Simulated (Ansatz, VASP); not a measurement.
One calculation of Te2Mo, two programs

Contents of INCAR:

```
SYSTEM = Te2Mo
PREC     = Accurate       ! precision mode
ENCUT    = 520            ! plane-wave cutoff, eV
EDIFF    = 1E-6           ! SCF threshold, eV
ISMEAR   = 0              ! smearing method
SIGMA    = 0.05           ! smearing width, eV
LREAL    = .False.        ! projectors in reciprocal space
LASPH    = .True.         ! aspherical terms in the spheres
NELM     = 100            ! most SCF steps
ALGO     = Normal         ! electronic algorithm
ISIF     = 2              ! what is computed and relaxed
LWAVE    = .False.        ! write WAVECAR
LCHARG   = .False.        ! write CHGCAR
NBANDS   = 49             ! bands
```

The input KPOINTS:

```
regular mesh
0
Gamma
  12 12 1
  0 0 0
```

Contents of POSCAR:

```
Te2Mo
1.0
    3.2974466498      0.0000000000      0.0000000000
   -1.6487233249      2.8556725664      0.0000000000
    0.0000000000      0.0000000000     30.2065362563
Te Mo
6 3
Direct
    0.0000000000      0.0000000000      0.9405159683
    0.3333333333      0.6666666667      0.7128929968
    0.3333333333      0.6666666667      0.1682534351
    0.3333333333      0.6666666667      0.8317465649
    0.3333333333      0.6666666667      0.2871070032
    0.0000000000      0.0000000000      0.0594840317
    0.0000000000      0.0000000000      0.7722229666
    0.0000000000      0.0000000000      0.2277770334
    0.3333333333      0.6666666667      0.0000000000
```

Input for Ansatz:

```yaml
crystal:
  lattice:
    - [3.2974466498, 0.0, 0.0]
    - [-1.6487233249, 2.8556725664, 0.0]
    - [0.0, 0.0, 30.2065362563]
  atoms:
    - { symbol: Te, position: [0.0, 0.0, 0.9405159683] }
    - { symbol: Te, position: [0.3333333333, 0.6666666667, 0.7128929968] }
    - { symbol: Te, position: [0.3333333333, 0.6666666667, 0.1682534351] }
    - { symbol: Te, position: [0.3333333333, 0.6666666667, 0.8317465649] }
    - { symbol: Te, position: [0.3333333333, 0.6666666667, 0.2871070032] }
    - { symbol: Te, position: [0.0, 0.0, 0.0594840317] }
    - { symbol: Mo, position: [0.0, 0.0, 0.7722229666] }
    - { symbol: Mo, position: [0.0, 0.0, 0.2277770334] }
    - { symbol: Mo, position: [0.3333333333, 0.6666666667, 0.0] }
basis:
  ecutwfc: 420
kpoints:
  mp_grid: { grid: [12, 12, 1] }
hamiltonian:
  xc: lda
scf:
  occupations: { method: gaussian, width: 0.05 }
output:
  forces: true
  stress: true
  eigenvalues: true
```

Change from the starting cell: strain -0.050 along x and y, +0.000 along z, atoms carried along.

Alike in both runs: task single point; functional LDA; k mesh 12 × 12 × 1; occupations gaussian, width 0.05 eV; no spin polarisation.

```csv
,VASP,Ansatz
version,VASP 6.6.1,Ansatz 0.2.0
potentials or method,"VASP PAW LDA potentials, release 64 (Te, Mo_sv), cutoff 520 eV","scalar-relativistic, plane waves, PAW"
valence electrons in the cell,78,138
```

```tsv
	VASP	Ansatz	Ansatz less VASP
gap on the k mesh at the Fermi level (eV)	0.61	0.62	+0.008
least direct gap on the mesh (eV)	1.18	1.18	0.000
rms of the force components (eV/Å)	0.564	0.531	-0.0327
```

LDA's correlation is that of Perdew and Zunger in VASP and of Perdew and Wang (1992) in Ansatz. Atom by atom the forces differ by 0.033 eV/Å (rms over components). VASP's potentials hold 78 valence electrons a cell and Ansatz's 138, so a difference there can come from the potentials and not from the codes.

Spin-orbit coupling is off throughout.
